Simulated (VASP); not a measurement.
Write the native input for VASP 6.6.1 that does the following.

```yaml
Task: relaxation of cell and atoms
Functional: PBEsol
Potentials_or_basis: VASP PAW PBE potentials, release 64 (Ag, La, S)
Cutoff: 600 eV
k_mesh: 6 × 6 × 6
Occupations: fermi-dirac, width 0.03 eV
Spin: no spin polarisation
Dipole_correction: no
Further_INCAR_settings: ALGO = Normal; EDIFF = 1e-06; IBRION = 2; EDIFFG = -0.01; NSW = 100; ISIF = 3
```

The structure of LaAgS2 lies in POSCAR:

```
LaAgS2
1.0
    2.0535374411      1.1856103944      6.7068251978
   -2.0535374411      1.1856103944      6.7068251978
    0.0000000000     -2.3712207888      6.7068251978
Ag La S
1 1 2
Direct
    1.0000000000      0.0000000000      0.0000000000
    0.5000000000      0.5000000000      0.5000000000
    0.2500000000      0.2500000000      0.2500000000
    0.7500000000      0.7500000000      0.7500000000
```

The input as run:

INCAR

```
SYSTEM = LaAgS2
PREC     = Accurate       ! precision mode
ENCUT    = 600            ! plane-wave cutoff, eV
EDIFF    = 1E-6           ! SCF threshold, eV
ISMEAR   = -1             ! smearing method
SIGMA    = 0.03           ! smearing width, eV
LREAL    = .False.        ! projectors in reciprocal space
LASPH    = .True.         ! aspherical terms in the spheres
NELM     = 100            ! most SCF steps
ALGO     = Normal         ! electronic algorithm
ISIF     = 3              ! what is computed and relaxed
LWAVE    = .False.        ! write WAVECAR
LCHARG   = .False.        ! write CHGCAR
GGA      = PS             ! functional
IBRION   = 2              ! ionic algorithm
NSW      = 100            ! ionic steps
EDIFFG   = -0.01          ! ionic threshold
```

KPOINTS

```
Automatic mesh
0
Gamma
  6 6 6
  0 0 0
```

Potentials or basis: VASP PAW PBE potentials, release 64 (Ag, La, S).

The run is started by

```sh
$ cat potpaw_PBE.64/Ag/POTCAR potpaw_PBE.64/La/POTCAR potpaw_PBE.64/S/POTCAR > POTCAR
$ mpirun -np 1 vasp_std > vasp.out
```

It gave:

```
Relaxed volume                        : 21.88 Å³/atom
Relaxed cell                          : a = 6.165 Å, b = 6.165 Å, c = 6.165 Å, α = 40.08°, β = 40.08°, γ = 40.08°
Space group after relaxing (to 0.1 Å) : R-3m (No. 166)
Energy gained by relaxing             : 94.3 meV/atom
Ionic steps                           : 18
Pressure after relaxing               : 0.0 GPa
Band gap on the k mesh                : 2.17 eV
```

Caveat: the PAW data sets were made with another functional, which shifts forces and pressure a little; spin-orbit coupling is left out, which moves the levels of the heavy elements.

Run time: 61 min on 1 thread of Intel Xeon 8259CL, with other jobs on the host, peak memory 0.63 GiB.
